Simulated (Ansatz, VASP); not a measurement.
BaTiO3 in VASP and in Ansatz

```xyz
5
Lattice="3.9456 0.0000 0.0000 0.0000 2.8085 2.9029 0.0000 -2.8085 2.9029" Properties=species:S:1:pos:R:3 pbc="T T T"
Ba    0.0000    0.0000    0.0000
Ti    1.9728    0.0000    2.9749
O     0.0000    0.0000    2.8298
O     1.9728   -1.3666    4.3459
O     1.9728    1.3666    4.3459
```

Alike in both runs: task single point; functional PBEsol; k mesh 6 × 6 × 6; occupations gaussian, width 0.02 eV; no spin polarisation.

|  | VASP | Ansatz |
| --- | --- | --- |
| version | VASP 6.6.1 | Ansatz 0.2.0 |
| potentials or method | VASP PAW PBE potentials, release 64 (Ba_sv, Ti_sv, O), cutoff 520 eV | plane waves, PAW |
| valence electrons in the cell | 40 | 40 |

Ansatz gave:

| Property | Result |
| --- | --- |
| pressure (GPa) | -3.8 |
| traceless stress, the component that is largest in VASP (GPa) | -4.79 |

Q: Which values does VASP return?

A: Pressure (GPa): -2.0; traceless stress, the component that is largest in VASP (GPa): -4.91.

VASP's potentials were made for PBE, not for PBEsol.

Spin-orbit coupling is off throughout.
